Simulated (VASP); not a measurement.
# Au (Fm-3m) in VASP: a series of runs, part 2 of 2

VASP 6.6.1. Earlier steps stand in the parts before.

## (3) Relaxation of cell and atoms, PBEsol

This run uses another cell than the first one, of 17.23 Å³/atom.

INCAR

```
SYSTEM = Au
ALGO = Normal ; EDIFF = 1E-6
EDIFFG = -0.005 ; ENCUT = 600
GGA = PS ; IBRION = 2
ISIF = 3 ; ISMEAR = 1
LASPH = .True. ; LCHARG = .False.
LREAL = .False. ; LWAVE = .False.
NELM = 100 ; NSW = 80
PREC = Accurate ; SIGMA = 0.1
```

KPOINTS

```
k-points
0
Gamma
  20 20 20
  0 0 0
```

POSCAR

```
Au
1.0
    0.0000000000      2.0500000000      2.0500000000
    2.0500000000      0.0000000000      2.0500000000
    2.0500000000      2.0500000000      0.0000000000
Au
1
Direct
    0.0000000000      0.0000000000      0.0000000000
```

Potentials or basis: VASP PAW PBE potentials, release 64 (Au).

Run with:

```
$ cat potpaw_PBE.64/Au/POTCAR > POTCAR
$ mpirun -np 1 vasp_std > vasp.out
```

OUTCAR:

```text
SYSTEM = Au
   EDIFF = 1E-6
   EDIFFG = -0.005
   ENCUT = 600
   GGA = PS
   IBRION = 2
   ISIF = 3
   ISMEAR = 1
   LASPH = .True.
   LREAL = .False.
   NELM = 100
   NSW = 80
   PREC = Accurate

 ion  position               nearest neighbor table
   1  0.000  0.000  0.000-

  LATTYP: Found a face centered cubic cell.
 ALAT       =     4.1000000000

  Lattice vectors:

 A1 = (   0.0000000000,   2.0500000000,   2.0500000000)
 A2 = (   2.0500000000,   0.0000000000,   2.0500000000)
 A3 = (   2.0500000000,   2.0500000000,   0.0000000000)

Analysis of symmetry for initial positions (statically):
=====================================================================
 Subroutine PRICEL returns:
 Original cell was already a primitive cell.

 Routine SETGRP: Setting up the symmetry group for a
 face centered cubic supercell.

 Subroutine GETGRP returns: Found 48 space group operations
 (whereof 48 operations were pure point group operations)
 out of a pool of 48 trial point group operations.

The static configuration has the point symmetry O_h .

Analysis of symmetry for dynamics (positions and initial velocities):
=====================================================================
 Subroutine PRICEL returns:
 Original cell was already a primitive cell.

 Routine SETGRP: Setting up the symmetry group for a
 face centered cubic supercell.

 Subroutine GETGRP returns: Found 48 space group operations
 (whereof 48 operations were pure point group operations)
 out of a pool of 48 trial point group operations.

The dynamic configuration has the point symmetry O_h .

 Subroutine INISYM returns: Found 48 space group operations
 (whereof 48 operations are pure point group operations),
 and found     1 'primitive' translations

----------------------------------------------------------------------------------------

                                     Primitive cell

  volume of cell :      17.2302

  direct lattice vectors                    reciprocal lattice vectors
     0.000000000  2.050000000  2.050000000    -0.243902439  0.243902439  0.243902439
     2.050000000  0.000000000  2.050000000     0.243902439 -0.243902439  0.243902439
     2.050000000  2.050000000  0.000000000     0.243902439  0.243902439 -0.243902439

  length of vectors
     2.899137803  2.899137803  2.899137803     0.422451416  0.422451416  0.422451416

  position of ions in fractional coordinates (direct lattice)
     0.000000000  0.000000000  0.000000000

  ion indices of the primitive-cell ions
   primitive index   ion index
                 1           1

----------------------------------------------------------------------------------------

 KPOINTS: k-points

Automatic generation of k-mesh.
 Grid dimensions read from file:
 generate k-points for:   20   20   20

[... 22 lines left out ...]
  0.100000  0.000000  0.000000      8.000000
  0.150000  0.000000  0.000000      8.000000
  0.200000  0.000000  0.000000      8.000000
  0.250000  0.000000  0.000000      8.000000
[... 16 lines left out ...]
 -0.400000  0.050000  0.000000     24.000000
 -0.350000  0.050000  0.000000     24.000000
 [... further k-points ...]
   k-points           NKPTS =    256   k-points in BZ     NKDIM =    256   number of bands    NBANDS=      9
   number of dos      NEDOS =    301   number of ions     NIONS =      1
   total plane-waves  NPLWV =  13824
   dimension x,y,z NGX =    24 NGY =   24 NGZ =   24
   dimension x,y,z NGXF=    48 NGYF=   48 NGZF=   48
   ions per type =               1
   NGX,Y,Z   is equivalent  to a cutoff of  13.76, 13.76, 13.76 a.u.
   NGXF,Y,Z  is equivalent  to a cutoff of  27.52, 27.52, 27.52 a.u.
 SYSTEM =  Au
   PREC   = accura    normal or accurate (medium, high low for compatibility)
   ISTART =      0    job   : 0-new  1-cont  2-samecut
   ICHARG =      2    charge: 1-file 2-atom 10-const
   ISPIN  =      1    spin polarized calculation?
   LNONCOLLINEAR =      F non collinear calculations
   LSORBIT =      F    spin-orbit coupling
   LASPH  =      T    aspherical Exc in radial PAW
   ENCUT  =  600.0 eV  44.10 Ry    6.64 a.u.   5.79  5.79  5.79*2*pi/ulx,y,z
   NELM   =    100;   NELMIN=  2; NELMDL= -5     # of ELM steps
   EDIFF  = 0.1E-05   stopping-criterion for ELM
   LREAL  =      F    real-space projection
   EDIFFG = -.5E-02   stopping-criterion for IOM
   NSW    =     80    number of steps for IOM
   IBRION =      2    ionic relax: 0-MD 1-quasi-New 2-CG
   NFREE  =      1    steps in history (QN), initial steepest desc. (CG)
   ISIF   =      3    stress and relaxation
   ISYM   =      2    0-nonsym 1-usesym 2-fastsym
   POTIM  = 0.5000    time-step for ionic-motion
   TEBEG  =    0.0;   TEEND  =   0.0 temperature during run
   PSTRESS=    0.0 pullay stress
   NELECT =      11.0000    total number of electrons
   NUPDOWN=      -1.0000    fix difference up-down
   EMIN   =  10.00;   EMAX   =-10.00  energy-range for DOS
   EFERMI =   0.00;   METHOD = LEGACY
   ISMEAR =     1;   SIGMA  =   0.10  broadening in eV -4-tet -1-fermi 0-gaus
   EFERMI_NEDOS =   21; number of points for ismear=-14 and -15
   IALGO  =     38    algorithm
   IMIX   =      4    mixing-type and parameters
     AMIX     =   0.40;   BMIX     =  1.00
     AMIX_MAG =   1.60;   BMIX_MAG =  1.00
  volume/ion in A,a.u.               =      17.23       116.28
  Fermi-wavevector in a.u.,A,eV,Ry     =   1.409641  2.663835 27.035971  1.987088
  Thomas-Fermi vector in A             =   2.531676
   LORBIT       =      0    0 simple, 1 ext, 2 COOP (PROOUT), +10 PAW based schemes
   GGA     = PS    functional components
   LHFCALC =     F    Hartree Fock is set to
   AEXX    =    0.0000 exact exchange contribution
   IVDW    =     0    specifies the selected vdW correction
   LEPSILON=     F    determine dielectric tensor
   LRPA    =     F    only Hartree local field effects (RPA)
 conjugate gradient relaxation of ions
 non-spin polarized calculation
 Methfessel and Paxton  Order N= 1 SIGMA  =   0.10
  energy-cutoff  :      600.00
  volume of cell :       17.23
 maximum number of plane-waves:       589
   NGX = 11   NGY = 11   NGZ = 11

--------------------------------------- Ionic step        1  -------------------------------------------

 number of electron      11.0000000 magnetization

 Free energy of the ion-electron system (eV)
  ---------------------------------------------------
  ext. energy  EPLUGINS =         0.00000000
  ---------------------------------------------------
  free energy    TOTEN  =        -3.92279760 eV

  energy without entropy =       -3.92284845  energy(sigma->0) =       -3.92281455

------------------------ aborting loop because EDIFF is reached ----------------------------------------

  FORCE on cell =-STRESS in cart. coord.  units (eV):
  Direction    XX          YY          ZZ          XY          YZ          ZX
  --------------------------------------------------------------------------------------
  -------------------------------------------------------------------------------------
  Total       -0.2392752     -0.2392752     -0.2392752      0.0000000     -0.0000000     -0.0000000
  in kB      -22.2493158    -22.2493158    -22.2493158      0.0000000     -0.0000000     -0.0000000
  external PRESSURE =     -22.2493158 kB  Pullay stress =       0.0000000 kB
[... 57 lines left out ...]
--------------------------------------- Ionic step        3  -------------------------------------------

 number of electron      11.0000000 magnetization

 Free energy of the ion-electron system (eV)
  ---------------------------------------------------
  ext. energy  EPLUGINS =         0.00000000
  ---------------------------------------------------
  free energy    TOTEN  =        -3.92438469 eV

  energy without entropy =       -3.92443847  energy(sigma->0) =       -3.92440261

 E-fermi :   9.2746     XC(G=0): -12.8966

 val. band max:        9.2277016372   @ k =   0.5000   0.1500   0.0500
 cond. band min:       9.2851384703   @ k =   0.5000   0.2500   0.1000
 fundamental gap:      0.0574368331
 Fermi energy:         9.2746369740

 k-point     1 :       0.0000    0.0000    0.0000
  band No.  band energies     occupation
      1      -0.6299      2.00000
      2       4.6240      2.00000
      3       4.6240      2.00000
      4       4.6240      2.00000
      5       6.1596      2.00000
      6       6.1596      2.00000
      7      23.8099      0.00000
      8      27.8162      0.00000
      9      27.8162      0.00000
[... 265 lines left out ...]
 k-point    24 :      -0.3500    0.0500    0.0000
  band No.  band energies     occupation
      1       1.9663      2.00000
      2       4.6929      2.00000
      3       4.7547      2.00000
      4       5.7013      2.00000
      5       6.8071      2.00000
      6       7.3450      2.00000
      7      15.9165      0.00000
      8      23.8878      0.00000
      9      26.5338      0.00000

 [... further k-points ...]
[... 5 lines left out ...]
  --------------------------------------------------------------------------------------
  -------------------------------------------------------------------------------------
  Total       -0.0001397     -0.0001397     -0.0001397     -0.0000000     -0.0000000     -0.0000000
  in kB       -0.0131611     -0.0131611     -0.0131611     -0.0000000     -0.0000000     -0.0000000
  external PRESSURE =      -0.0131611 kB  Pullay stress =       0.0000000 kB
[... 16 lines left out ...]
  FREE ENERGIE OF THE ION-ELECTRON SYSTEM (eV)
  ---------------------------------------------------
  free  energy   TOTEN  =        -3.9243846860 eV

  energy  without entropy=       -3.9244384681  energy(sigma->0) =       -3.92440261

 reached required accuracy - stopping structural energy minimisation
```

OSZICAR:

```text
N       E                     dE             d eps       ncg     rms          rms(c)
DAV:   1     0.482476655144E+02    0.48248E+02   -0.63294E+03  4824   0.123E+03
DAV:   2    -0.381406334656E+01   -0.52062E+02   -0.49199E+02  4799   0.215E+02
DAV:   3    -0.426020515146E+01   -0.44614E+00   -0.44564E+00  5444   0.211E+01
[... 20 lines left out ...]
DAV:   2    -0.392697847315E+01    0.55023E-01   -0.18279E-01  4643   0.418E+00    0.654E-01
DAV:   3    -0.392440810282E+01    0.25704E-02   -0.11820E-02  4740   0.101E+00    0.463E-01
DAV:   4    -0.392438002993E+01    0.28073E-04   -0.37123E-04  4884   0.168E-01    0.299E-02
DAV:   5    -0.392438410992E+01   -0.40800E-05   -0.11472E-05  5447   0.271E-02    0.265E-03
DAV:   6    -0.392438468596E+01   -0.57605E-06   -0.34021E-07  2939   0.617E-03
   3 F= -.39243847E+01 E0= -.39244026E+01  d E =-.158709E-02
```

CONTCAR:

```text
Au
   1.00000000000000
    -0.0000000000000000    2.0410879397381430    2.0410879397381430
     2.0410879397381430    0.0000000000000000    2.0410879397381430
     2.0410879397381430    2.0410879397381430    0.0000000000000000
  Au
     1
Direct
     0.0000000000000000    0.0000000000000000    0.0000000000000000

  0.00000000E+00  0.00000000E+00  0.00000000E+00
```

Wall time 82 s (1 thread of Intel Xeon 8259CL, shared host); peak memory 0.19 GiB.

What came out:

```
Free energy                           : -3.9244 eV
Relaxed volume                        : 17.01 Å³/atom
Relaxed cell                          : a = 2.887 Å, b = 2.887 Å, c = 2.887 Å, α = 60.00°, β = 60.00°, γ = 60.00°
Space group after relaxing (to 0.1 Å) : Fm-3m (No. 225)
Energy gained by relaxing             : 1.6 meV/atom
Ionic steps                           : 3
Pressure after relaxing               : 0.0 GPa
Band gap on the k mesh                : zero (an odd number of electrons rules out a gap without spin polarisation)
```

The path:
| step | energy change (eV) | largest force (eV/Å) | pressure (GPa) | volume (Å³) |
| --- | --- | --- | --- | --- |
| 1 | 0.0000 | 0.0000 | -2.22 | 17.23 |
| 2 | 0.0029 | 0.0000 | 4.06 | 16.64 |
| 3 | -0.0016 | 0.0000 | 0.00 | 17.01 |

Final structure:
```
Au
1.0
     0.00000    2.04109    2.04109
     2.04109    0.00000    2.04109
     2.04109    2.04109    0.00000
Au
1
Direct
  0.00000 0.00000 0.00000
```

Caveat: the PAW data sets were made with another functional, which shifts forces and pressure a little; spin-orbit coupling is left out, which moves the levels of the heavy elements.
